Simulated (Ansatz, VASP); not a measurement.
One calculation of Sn, two programs

The input INCAR:

```
PREC     = Accurate       # precision mode
ENCUT    = 520            # plane-wave cutoff, eV
EDIFF    = 1E-6           # SCF threshold, eV
ISMEAR   = 0              # smearing method
SIGMA    = 0.15           # smearing width, eV
LREAL    = F              # projectors in reciprocal space
LASPH    = T              # aspherical terms in the spheres
NELM     = 60             # most SCF steps
ALGO     = Fast           # electronic algorithm
ISIF     = 2              # what is computed and relaxed
LWAVE    = F              # write WAVECAR
LCHARG   = F              # write CHGCAR
GGA      = PS             # functional
NBANDS   = 13             # bands
```

File KPOINTS:

```
regular mesh
0
Gamma
  22 22 22
```

The input POSCAR:

```
Sn
1.0
   -1.8957999594      1.8489900838      1.8723950216
    1.8957999594     -1.8489900838      1.8723950216
    1.8957999594      1.8489900838     -1.8723950216
Sn
1
Direct
    0.0000000000      0.0000000000      0.0000000000
```

Input for Ansatz:

```yaml
crystal:
  lattice:
    - [-1.8957999594, 1.8489900838, 1.8723950216]
    - [1.8957999594, -1.8489900838, 1.8723950216]
    - [1.8957999594, 1.8489900838, -1.8723950216]
  atoms:
    - { symbol: Sn, position: [0.0, 0.0, 0.0] }
basis:
  ecutwfc: 420
kpoints:
  mp_grid: { grid: [22, 22, 22] }
hamiltonian:
  xc: pbesol
scf:
  occupations: { method: gaussian, width: 0.15 }
output:
  forces: true
  stress: true
  eigenvalues: true
```

Change from the starting cell: strain +0.0125 x Voigt [1, -1, 0, 0, 0, 0], atoms carried along.

Alike in both runs: task single point; functional PBEsol; k mesh 22 × 22 × 22; occupations gaussian, width 0.15 eV; no spin polarisation.

|  | VASP | Ansatz |
| --- | --- | --- |
| version | VASP 6.6.1 | Ansatz 0.2.0 |
| potentials or method | VASP PAW PBE potentials, release 64 (Sn_d), cutoff 520 eV | scalar-relativistic, plane waves, PAW |
| valence electrons in the cell | 14 | 14 |

|  | VASP | Ansatz | Ansatz less VASP |
| --- | --- | --- | --- |
| gap on the k mesh at the Fermi level (eV) | none | none | - |
| pressure (GPa) | -0.3 | -0.3 | +0.01 |
| traceless stress, the component that is largest in VASP (GPa) | -0.12 | -0.12 | 0.000 |

VASP's potentials were made for PBE, not for PBEsol. A gap of «none» marks a metal or a gap that the smearing closes.
